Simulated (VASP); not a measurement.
# TiB2 (P6/mmm) in VASP: notebook, part 2 of 2

VASP 6.6.1. The steps go on from the part before.

## 4. Single point, r2SCAN

This run uses another cell than the first one, of 8.21 Å³/atom, 1.091 times its volume.

POSCAR reads:

```
TiB2
1.0
    2.9882598462      0.0000000000      0.0000000000
   -1.4941299231      2.5879087889      0.0000000000
    0.0000000000      0.0000000000      3.1847676243
Ti B
1 2
Direct
    0.0000000000      0.0000000000      0.0000000000
    0.3333333333      0.6666666667      0.5000000000
    0.6666666667      0.3333333333      0.5000000000
```

INCAR.step1 reads:

```
PREC = Accurate
ENCUT = 520
ISMEAR = -1
SIGMA = 0.15
LREAL = False
LASPH = True
NELM = 100
NBANDS = 16
GGA = PE
ALGO = Normal
EDIFF = 1E-4
LWAVE = True
LCHARG = False
```

INCAR.step2 reads:

```
PREC = Accurate
ENCUT = 520
EDIFF = 1E-6
ISMEAR = -1
SIGMA = 0.15
LREAL = False
LASPH = True
NELM = 100
ALGO = Normal
ISIF = 2
LWAVE = False
LCHARG = False
METAGGA = R2SCAN
LMIXTAU = True
NBANDS = 16
ISTART = 1
```

KPOINTS reads:

```
Automatic mesh
0
Gamma
  11 11 9
```

Potentials or basis: VASP PAW PBE potentials, release 64 (Ti_sv, B).

Started as:

```bash
$ cat potpaw_PBE.64/Ti_sv/POTCAR potpaw_PBE.64/B/POTCAR > POTCAR
$ cp INCAR.step1 INCAR
$ mpirun -np 1 vasp_std > vasp.out
$ cp INCAR.step2 INCAR
$ mpirun -np 1 vasp_std > vasp.out
```

OUTCAR:

```text
PREC = Accurate
   ENCUT = 520
   EDIFF = 1E-6
   ISMEAR = -1
   LREAL = False
   LASPH = True
   NELM = 100
   ISIF = 2
   METAGGA = R2SCAN
   ISTART = 1

 ion  position               nearest neighbor table
   1  0.000  0.000  0.000-   2 2.35   2 2.35   3 2.35   3 2.35   2 2.35   3 2.35   2 2.35   3 2.35
                             3 2.35   3 2.35   2 2.35   2 2.35
   2  0.333  0.667  0.500-   3 1.73   3 1.73   3 1.73   1 2.35   1 2.35   1 2.35   1 2.35   1 2.35
                             1 2.35
   3  0.667  0.333  0.500-   2 1.73   2 1.73   2 1.73   1 2.35   1 2.35   1 2.35   1 2.35   1 2.35
                             1 2.35

  LATTYP: Found a hexagonal cell.
[... 648 lines left out ...]
 [... further k-points ...]
[... 5 lines left out ...]
  --------------------------------------------------------------------------------------
  -------------------------------------------------------------------------------------
  Total        1.8398919      1.8398917      1.4903611      0.0000000      0.0000000      0.0000000
  in kB      119.6899873    119.6899734     96.9520541      0.0000000      0.0000000      0.0000000
  external PRESSURE =     112.1106716 kB  Pullay stress =       0.0000000 kB

 VOLUME and BASIS-vectors are now :
 -----------------------------------------------------------------------------
  energy-cutoff  :      520.00
  volume of cell :       24.63
      direct lattice vectors                 reciprocal lattice vectors
     2.988259846  0.000000000  0.000000000     0.334642920  0.193206191  0.000000000
    -1.494129923  2.587908789  0.000000000     0.000000000  0.386412382  0.000000000
     0.000000000  0.000000000  3.184767624     0.000000000  0.000000000  0.313994651

 POSITION                                       TOTAL-FORCE (eV/Angst)
 -----------------------------------------------------------------------------------
      0.00000      0.00000      0.00000        -0.000000      0.000000     -0.000000
     -0.00000      1.72527      1.59238         0.000000      0.000000      0.000000
      1.49413      0.86264      1.59238         0.000000     -0.000000     -0.000000
 -----------------------------------------------------------------------------------
    total drift:                               -0.000000      0.000000      0.000000

  FREE ENERGIE OF THE ION-ELECTRON SYSTEM (eV)
  ---------------------------------------------------
  free  energy   TOTEN  =       -30.9504610137 eV

  energy  without entropy=      -30.9232586411  energy(sigma->0) =      -30.93685983
```

OUTCAR.step1:

```text
PREC = Accurate
   ENCUT = 520
   ISMEAR = -1
   LREAL = False
   LASPH = True
   NELM = 100
[... 683 lines left out ...]
      0.00000      0.00000      0.00000         0.000000      0.000000      0.000000
     -0.00000      1.72527      1.59238        -0.000000     -0.000000      0.000000
      1.49413      0.86264      1.59238        -0.000000      0.000000      0.000000
 -----------------------------------------------------------------------------------
    total drift:                               -0.000000      0.000000      0.000000

  FREE ENERGIE OF THE ION-ELECTRON SYSTEM (eV)
  ---------------------------------------------------
  free  energy   TOTEN  =       -24.4040972546 eV

  energy  without entropy=      -24.3750599700  energy(sigma->0) =      -24.38957861
```

OSZICAR.step1:

```text
N       E                     dE             d eps       ncg     rms          rms(c)
DAV:   1     0.124125322524E+03    0.12413E+03   -0.91202E+03  2560   0.130E+03
DAV:   2    -0.226637381288E+02   -0.14679E+03   -0.14137E+03  2880   0.349E+02
DAV:   3    -0.294835514908E+02   -0.68198E+01   -0.67512E+01  3576   0.735E+01
DAV:   4    -0.296385134443E+02   -0.15496E+00   -0.15487E+00  3200   0.100E+01
DAV:   5    -0.296424852705E+02   -0.39718E-02   -0.39717E-02  3568   0.138E+00    0.176E+01
DAV:   6    -0.244001934376E+02    0.52423E+01   -0.20130E+01  3688   0.494E+01    0.399E+00
DAV:   7    -0.243994594505E+02    0.73399E-03   -0.98770E-01  2744   0.112E+01    0.359E+00
DAV:   8    -0.244044414059E+02   -0.49820E-02   -0.74990E-02  4120   0.225E+00    0.800E-01
DAV:   9    -0.244044707284E+02   -0.29322E-04   -0.26383E-02  3200   0.210E+00    0.242E-01
DAV:  10    -0.244040931494E+02    0.37758E-03   -0.25400E-03  3328   0.627E-01    0.683E-02
DAV:  11    -0.244040972546E+02   -0.41052E-05   -0.33643E-04  2896   0.200E-01
   1 F= -.24404097E+02 E0= -.24389579E+02  d E =-.290373E-01
```

Wall time 54 s (1 thread of Intel Xeon Platinum 8488C (Sapphire Rapids), shared host); peak memory 0.16 GiB.

Results:

| Property | Result |
| --- | --- |
| Free energy | -30.9505 eV |
| Pressure | 11.2 GPa |
| Band gap on the k mesh | zero (band 9 reaches 10.79 eV, above the bottom of band 10 at 10.31 eV) |

Caveat: the PAW data sets were made with another functional, which shifts forces and pressure a little.

## 5. Single point, r2SCAN

This run uses another cell than the first one, of 8.55 Å³/atom, 1.136 times its volume.

POSCAR reads:

```
TiB2
1.0
    3.0292000000      0.0000000000      0.0000000000
   -1.5146000000      2.6233640000      0.0000000000
    0.0000000000      0.0000000000      3.2284000000
Ti B
1 2
Direct
    0.0000000000      0.0000000000      0.0000000000
    0.3333333333      0.6666666667      0.5000000000
    0.6666666667      0.3333333333      0.5000000000
```

INCAR.step1 reads:

```
  PREC = Accurate
  ENCUT = 520
  ISMEAR = -1
  SIGMA = 0.15
  LREAL = F
  LASPH = T
  NELM = 100
  NBANDS = 16
  GGA = PE
  ALGO = Normal
  EDIFF = 1E-4
  LWAVE = T
  LCHARG = F
```

INCAR.step2 reads:

```
  PREC = Accurate
  ENCUT = 520
  EDIFF = 1E-6
  ISMEAR = -1
  SIGMA = 0.15
  LREAL = F
  LASPH = T
  NELM = 100
  ALGO = Normal
  ISIF = 2
  LWAVE = F
  LCHARG = T
  METAGGA = R2SCAN
  LMIXTAU = T
  LELF = T
  LVHAR = T
  NBANDS = 16
  ISTART = 1
```

KPOINTS is that of step 4.

Started as:

```bash
$ cat potpaw_PBE.64/Ti_sv/POTCAR potpaw_PBE.64/B/POTCAR > POTCAR
$ cp INCAR.step1 INCAR
$ mpirun -np 1 vasp_std > vasp.out
$ cp INCAR.step2 INCAR
$ mpirun -np 1 vasp_std > vasp.out
```

It took 56 s on 1 thread of Intel Xeon Platinum 8488C (Sapphire Rapids), shared host; peak memory 0.16 GiB.

Results (log left out):

```yaml
Free_energy: -30.9854 eV
Pressure: -0.3 GPa
Band_gap_on_the_k_mesh: zero (band 9 reaches 10.33 eV, above the bottom of band 10 at 9.87 eV)
```

Stress tensor (GPa, compression positive):
```
-0.34  0.00  0.00
 0.00 -0.34  0.00
 0.00  0.00 -0.17
```

Levels at points of the mesh, in eV from the Fermi level:
| k point | band 6 | band 7 | band 8 | band 9 | band 10 | band 11 | band 12 | band 13 |
| --- | --- | --- | --- | --- | --- | --- | --- | --- |
| (0.00, 0.00, 0.00) | -2.73 | -2.73 | -2.57 | -2.15 | 2.02 | 2.02 | 3.89 | 3.89 |

Caveat: the PAW data sets were made with another functional, which shifts forces and pressure a little.

## 6. Summary

```csv
cell,gap on the mesh (eV),pressure (GPa)
"a = 2.903, b = 2.903, c = 3.094 Å, angles 90.0, 90.0, 120.0°, 3 atoms",none,42.2
"a = 2.946, b = 2.946, c = 3.140 Å, angles 90.0, 90.0, 120.0°, 3 atoms",none,25.2
"a = 2.988, b = 2.988, c = 3.185 Å, angles 90.0, 90.0, 120.0°, 3 atoms",none,11.2
"a = 3.029, b = 3.029, c = 3.228 Å, angles 90.0, 90.0, 120.0°, 3 atoms",none,-0.3
```

Alike in all rows: task single point; level r2SCAN; potentials or basis VASP PAW PBE potentials, release 64 (Ti_sv, B); no spin polarisation; k mesh 11 × 11 × 9; cutoff (eV) 520; smearing fermi-dirac 0.15 eV.

Caveats: the PAW data sets were made with another functional, which shifts forces and pressure a little.

Total energies depend on the potentials used, so only differences within one code and one set of settings carry meaning.
